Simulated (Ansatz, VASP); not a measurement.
**Two plane-wave programs on Os**

INCAR

```
SYSTEM = Os
  PREC = Accurate
  ENCUT = 520
  EDIFF = 1E-6
  ISMEAR = 0
  SIGMA = 0.15
  LREAL = .FALSE.
  LASPH = .TRUE.
  NELM = 100
  ALGO = Fast
  ISIF = 2
  LWAVE = .FALSE.
  LCHARG = .FALSE.
  GGA = PS
  NBANDS = 15
```

KPOINTS

```
Automatic mesh
0
G
  18 18 12
  0 0 0
```

File POSCAR:

```
Os
1.0
    2.8434639745      0.0000000000      0.0000000000
   -1.4217319873      2.4625120367      0.0000000000
    0.0000000000      0.0000000000      4.1469120000
Os
2
Direct
    0.3333333333      0.6666666667      0.2500000000
    0.6666666667      0.3333333333      0.7500000000
```

Input for Ansatz:

```yaml
crystal:
  lattice:
    - [2.8434639745, 0.0, 0.0]
    - [-1.4217319873, 2.4625120367, 0.0]
    - [0.0, 0.0, 4.146912]
  atoms:
    - { symbol: Os, position: [0.3333333333, 0.6666666667, 0.25] }
    - { symbol: Os, position: [0.6666666667, 0.3333333333, 0.75] }
basis:
  ecutwfc: 420
kpoints:
  mp_grid: { grid: [18, 18, 12] }
hamiltonian:
  xc: pbesol
scf:
  occupations: { method: gaussian, width: 0.15 }
output:
  forces: true
  stress: true
  eigenvalues: true
```

Change from the starting cell: strain +0.040 along x and y, -0.040 along z, atoms carried along.

Alike in both runs: task single point; functional PBEsol; k mesh 18 × 18 × 12; occupations gaussian, width 0.15 eV; no spin polarisation.

```csv
,VASP,Ansatz
version,VASP 6.6.1,Ansatz 0.2.0
potentials or method,"VASP PAW PBE potentials, release 64 (Os), cutoff 520 eV","scalar-relativistic, plane waves, PAW"
valence electrons in the cell,16,32
```

Ansatz gave:

| Item | Value |
| --- | --- |
| gap on the k mesh at the Fermi level (eV) | none |
| pressure (GPa) | -13.0 |
| traceless stress, the component that is largest in VASP (GPa) | 25.00 |

Which values does VASP return?

gap on the k mesh at the Fermi level (eV): none; pressure (GPa): -13.0; traceless stress, the component that is largest in VASP (GPa): 24.78.

VASP's potentials were made for PBE, not for PBEsol. A gap of «none» marks a metal or a gap that the smearing closes. VASP's potentials hold 16 valence electrons a cell and Ansatz's 32, so a difference there can come from the potentials and not from the codes.

Neither program's run includes spin-orbit coupling.
